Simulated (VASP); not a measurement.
# Ag in VASP: settings compared, part 2 of 2

VASP 6.6.1. Earlier steps stand in the parts before.

### 3 Single point, PBE

INCAR

```
SYSTEM = Ag
ALGO     = Normal         ! electronic algorithm
EDIFF    = 1E-6           ! SCF threshold, eV
ENCUT    = 500            ! plane-wave cutoff, eV
GGA      = PE             ! functional
GGA_COMPAT= .FALSE.      
ISIF     = 2              ! what is computed and relaxed
ISMEAR   = 0              ! smearing method
LASPH    = .TRUE.         ! aspherical terms in the spheres
LCHARG   = .FALSE.        ! write CHGCAR
LREAL    = .FALSE.        ! projectors in reciprocal space
LWAVE    = .FALSE.        ! write WAVECAR
NBANDS   = 24             ! bands
NELM     = 120            ! most SCF steps
PREC     = Accurate       ! precision mode
SIGMA    = 0.1            ! smearing width, eV
```

KPOINTS

```
k-points
0
G
  3 3 3
  0 0 0
```

POSCAR

```
Ag
1.0
    1.5252284733      0.8506819809      7.1529336735
   -1.4531271802      0.8443934965      7.1389343155
    0.0306046593     -1.6994007330      7.1464445641
Ag
3
Direct
    0.0000000000      0.0000000000      0.0000000000
    0.7777190000      0.7777190000      0.7777190000
    0.2222810000      0.2222810000      0.2222810000
```

Potentials or basis: VASP PAW PBE potentials, release 64 (Ag).

Launch:

```
cat potpaw_PBE.64/Ag/POTCAR > POTCAR
mpirun -np 1 vasp_std > vasp.out
```

Wall time 2.7 min (1 thread of Intel Xeon 8259CL, shared host); peak memory 0.37 GiB.

It converged, with:

```yaml
Free_energy: -8.7967 eV
Pressure: -3.6 GPa
Largest_force: 0.077 eV/Å
Band_gap_on_the_k_mesh: zero (an odd number of electrons rules out a gap without spin polarisation)
```

Forces in eV/Å, atoms in the order of the input:
```
Ag   0.000  0.000  0.000
Ag  -0.007 -0.013  0.075
Ag   0.007  0.013 -0.075
```

Stress tensor (GPa, compression positive):
```
-4.92 -0.60  0.16
-0.60 -4.12 -0.57
 0.16 -0.57 -1.78
```

Levels at points of the mesh, in eV from the Fermi level:
```
           k point  band 13  band 14  band 15  band 16  band 17  band 18  band 19  band 20  band 21  band 22
(0.00, 0.00, 0.00)    -2.67    -2.65    -2.55    -2.50    -2.45    -2.43     8.51     8.52    15.93    16.32
```

Caveat: the k points lie up to 0.83 Å⁻¹ apart, too coarse for converged energies and pressures of a metal.

### 4 Single point, PBE

This run uses another cell than the first one, of 15.72 Å³/atom.

INCAR

```
SYSTEM = Ag
ALGO = Normal
EDIFF = 1E-6
ENCUT = 500
GGA = PE
GGA_COMPAT = .FALSE.
ISIF = 2
ISMEAR = 0
LASPH = .TRUE.
LCHARG = .FALSE.
LREAL = .FALSE.
LWAVE = .FALSE.
NBANDS = 24
NELM = 120
PREC = Accurate
SIGMA = 0.1
```

KPOINTS

```
k-points
0
G
  6 6 6
  0 0 0
```

POSCAR

```
Ag
1.0
    1.4067687222      0.8121983005      6.8804832102
   -1.4067687222      0.8121983005      6.8804832102
    0.0000000000     -1.6243966010      6.8804832102
Ag
3
Direct
    0.0000000000      0.0000000000      0.0000000000
    0.7777190000      0.7777190000      0.7777190000
    0.2222810000      0.2222810000      0.2222810000
```

Potentials or basis: VASP PAW PBE potentials, release 64 (Ag).

Launch:

```
cat potpaw_PBE.64/Ag/POTCAR > POTCAR
mpirun -np 1 vasp_std > vasp.out
```

OUTCAR:

```text
SYSTEM = Ag
   EDIFF = 1E-6
   ENCUT = 500
   GGA = PE
   ISIF = 2
   ISMEAR = 0
   LASPH = .TRUE.
   LREAL = .FALSE.
   NELM = 120
   PREC = Accurate

 ion  position               nearest neighbor table
   1  0.000  0.000  0.000-   2 2.81   2 2.81   3 2.81   3 2.81   2 2.81   3 2.81
   2  0.778  0.778  0.778-   1 2.81   1 2.81   1 2.81   3 2.81   3 2.81   3 2.81
   3  0.222  0.222  0.222-   1 2.81   1 2.81   1 2.81   2 2.81   2 2.81   2 2.81

  LATTYP: Found a trigonal (rhomboedric) cell.
 ALAT       =     7.0696331958
 COS(alpha) =     0.9208079399
[... 198 lines left out ...]
      6       4.5000      2.00000
[... 637 lines left out ...]
     23      19.6954      0.00000
     24      21.0052      0.00000

 [... further k-points ...]
[... 5 lines left out ...]
  --------------------------------------------------------------------------------------
  -------------------------------------------------------------------------------------
  Total        5.2604857      5.2604857      4.7702723      0.0000000     -0.0000000     -0.0000000
  in kB      178.6822692    178.6822692    162.0312515      0.0000000     -0.0000000     -0.0000000
  external PRESSURE =     173.1319299 kB  Pullay stress =       0.0000000 kB

 VOLUME and BASIS-vectors are now :
 -----------------------------------------------------------------------------
  energy-cutoff  :      500.00
  volume of cell :       47.17
      direct lattice vectors                 reciprocal lattice vectors
     1.406768722  0.812198300  6.880483210     0.355424450  0.205204402  0.048446210
    -1.406768722  0.812198300  6.880483210    -0.355424450  0.205204402  0.048446210
     0.000000000 -1.624396601  6.880483210     0.000000000 -0.410408804  0.048446210

 POSITION                                       TOTAL-FORCE (eV/Angst)
 -----------------------------------------------------------------------------------
      0.00000      0.00000      0.00000         0.000000     -0.000000      0.000000
      0.00000      0.00000     16.05325         0.000000      0.000000     -0.006144
      0.00000      0.00000      4.58820         0.000000     -0.000000      0.006144
 -----------------------------------------------------------------------------------
    total drift:                                0.000000     -0.000000      0.000000

  FREE ENERGIE OF THE ION-ELECTRON SYSTEM (eV)
  ---------------------------------------------------
  free  energy   TOTEN  =        -7.7137965362 eV

  energy  without entropy=       -7.7059124224  energy(sigma->0) =       -7.70985448
```

stdout:

```text
POSCAR found type information on POSCAR Ag
 POSCAR found :  1 types and       3 ions
 scaLAPACK will be used
 LDA part: xc-table for (Slater+PW92), standard interpolation
 POSCAR, INCAR and KPOINTS ok, starting setup
 FFT: planning ... GRIDC
 FFT: planning ... GRID_SOFT
 FFT: planning ... GRID
 WAVECAR not read
 entering main loop
```

Run time: 4.6 min. Hardware: 1 thread of Intel Xeon 8259CL, shared host; peak memory 0.38 GiB.

Results:

* Free energy: -7.7138 eV
* Pressure: 17.3 GPa
* Largest force: 0.006 eV/Å
* Band gap on the k mesh: zero (an odd number of electrons rules out a gap without spin polarisation)

Forces in eV/Å, atoms in the order of the input:
```
Ag   0.000  0.000  0.000
Ag   0.000  0.000 -0.006
Ag   0.000  0.000  0.006
```

Stress tensor (GPa, compression positive):
```
17.87  0.00  0.00
 0.00 17.87  0.00
 0.00  0.00 16.20
```

Caveat: the k points lie up to 0.43 Å⁻¹ apart, too coarse for converged energies and pressures of a metal.

### 5 Single point, PBE

INCAR

```
ALGO     = Normal         # electronic algorithm
EDIFF    = 1E-6           # SCF threshold, eV
ENCUT    = 500            # plane-wave cutoff, eV
GGA      = PE             # functional
GGA_COMPAT= False        
ISIF     = 2              # what is computed and relaxed
ISMEAR   = 0              # smearing method
ISYM     = 0            
LASPH    = True           # aspherical terms in the spheres
LCHARG   = False          # write CHGCAR
LREAL    = False          # projectors in reciprocal space
LWAVE    = False          # write WAVECAR
NBANDS   = 24             # bands
NELM     = 120            # most SCF steps
PREC     = Accurate       # precision mode
SIGMA    = 0.1            # smearing width, eV
```

KPOINTS

```
k-points
0
Gamma
  5 2 6
```

POSCAR

```
Ag
1.0
    1.4730471633      0.8504641762      7.2046500000
   -1.4730471633      0.8504641762      7.2046500000
    0.0000000000     -1.7009283525      7.2046500000
Ag
3
Direct
    0.0000000000      0.0000000000      0.0000000000
    0.7777190000      0.7777190000      0.7777190000
    0.2222810000      0.2222810000      0.2222810000
```

Launch:

```
cat potpaw_PBE.64/Ag/POTCAR > POTCAR
mpirun -np 1 vasp_std > vasp.out
```

It took 4.7 min on 1 thread of Intel Xeon 8259CL, shared host; peak memory 0.39 GiB.

Results (log left out):

- Free energy: -8.1296 eV
- Pressure: -0.5 GPa
- Largest force: 0.025 eV/Å
- Band gap on the k mesh: zero (an odd number of electrons rules out a gap without spin polarisation)

Forces in eV/Å, atoms in the order of the input:
```
Ag   0.000  0.000  0.000
Ag  -0.018  0.016 -0.007
Ag   0.018 -0.016  0.007
```

Stress tensor (GPa, compression positive):
```
-0.09 -1.58 -0.77
-1.58  0.42  0.92
-0.77  0.92 -1.93
```

Levels at points of the mesh, in eV from the Fermi level:
| k point | band 14 | band 15 | band 16 | band 17 | band 18 | band 19 | band 20 | band 21 |
| --- | --- | --- | --- | --- | --- | --- | --- | --- |
| (0.00, 0.00, 0.00) | -3.26 | -3.15 | -3.14 | -3.12 | -3.12 | 7.64 | 7.66 | 15.39 |
| (0.00, 0.50, 0.00) | -2.84 | -2.82 | 0.01 | 1.23 | 1.26 | 4.65 | 4.89 | 6.01 |
| (0.00, 0.00, 0.50) | -2.84 | -2.82 | 0.00 | 1.23 | 1.26 | 4.65 | 4.89 | 6.01 |
| (0.00, 0.50, 0.50) | -2.84 | -2.79 | 0.35 | 0.54 | 1.47 | 3.83 | 5.76 | 7.93 |

Caveat: the k points lie up to 0.48 Å⁻¹ apart, too coarse for converged energies and pressures of a metal.

### 6 Single point, PBEsol

INCAR

```
PREC = Accurate ; ENCUT = 500
EDIFF = 1E-6 ; ISMEAR = 0
SIGMA = 0.1 ; LREAL = False
LASPH = True ; NELM = 120
ALGO = Normal ; ISIF = 2
LWAVE = False ; LCHARG = False
GGA = PS ; NBANDS = 24
GGA_COMPAT = False
```

KPOINTS

```
Automatic mesh
0
Gamma
  6 6 6
```

POSCAR is that of step 5.

Potentials or basis: VASP PAW PBE potentials, release 64 (Ag).

Launch:

```
cat potpaw_PBE.64/Ag/POTCAR > POTCAR
mpirun -np 1 vasp_std > vasp.out
```

It took 4.2 min on 1 thread of Intel Xeon 8259CL, shared host; peak memory 0.38 GiB.

Results (log left out):

| Property | Result |
| --- | --- |
| Free energy | -9.6986 eV |
| Pressure | -6.8 GPa |
| Largest force | 0.004 eV/Å |
| Band gap on the k mesh | zero (an odd number of electrons rules out a gap without spin polarisation) |

Forces in eV/Å, atoms in the order of the input:
```
Ag   0.000  0.000  0.000
Ag   0.000  0.000  0.004
Ag   0.000  0.000 -0.004
```

Stress tensor (GPa, compression positive):
```
-6.44  0.00  0.00
 0.00 -6.44  0.00
 0.00  0.00 -7.39
```

Levels at points of the mesh, in eV from the Fermi level:
| k point | band 15 | band 16 | band 17 | band 18 | band 19 | band 20 |
| --- | --- | --- | --- | --- | --- | --- |
| (0.00, 0.00, 0.00) | -3.09 | -3.08 | -3.03 | -3.03 | 7.67 | 7.69 |
| (0.50, 0.00, 0.00) | -2.71 | 0.03 | 1.26 | 1.27 | 4.69 | 4.91 |
| (0.50, 0.50, 0.00) | -2.68 | 0.35 | 0.57 | 1.50 | 3.87 | 5.79 |
| (0.50, 0.50, 0.50) | -3.44 | -2.89 | -2.89 | -0.22 | 3.37 | 13.79 |

Caveat: the k points lie up to 0.41 Å⁻¹ apart, too coarse for converged energies and pressures of a metal; the PAW data sets were made with another functional, which shifts forces and pressure a little.

### 7 Overview

| level | cell | k mesh | gap on the mesh (eV) | pressure (GPa) | largest force (eV/Å) |
| --- | --- | --- | --- | --- | --- |
| PBE | a = 7.363, b = 7.334, c = 7.346 Å, angles 23.1, 23.2, 23.4°, 3 atoms | 3 × 3 × 3 | none | -3.6 | 0.08 |
| PBE | a = 7.070 Å, angles 23.0°, 3 atoms | 6 × 6 × 6 | none | 17.3 | 0.01 |
| PBE | a = 7.403 Å, angles 23.0°, 3 atoms | 5 × 2 × 6 | none | -0.5 | 0.02 |
| PBEsol | a = 7.403 Å, angles 23.0°, 3 atoms | 6 × 6 × 6 | none | -6.8 | - |

Alike in all rows: task single point; potentials or basis VASP PAW PBE potentials, release 64 (Ag); no spin polarisation; cutoff (eV) 500; smearing gaussian 0.1 eV.

Caveats: all runs use coarse meshes; the PAW data sets were made with another functional, which shifts forces and pressure a little (at least some runs).

Absolute energies hang on the potentials; compare differences alone.
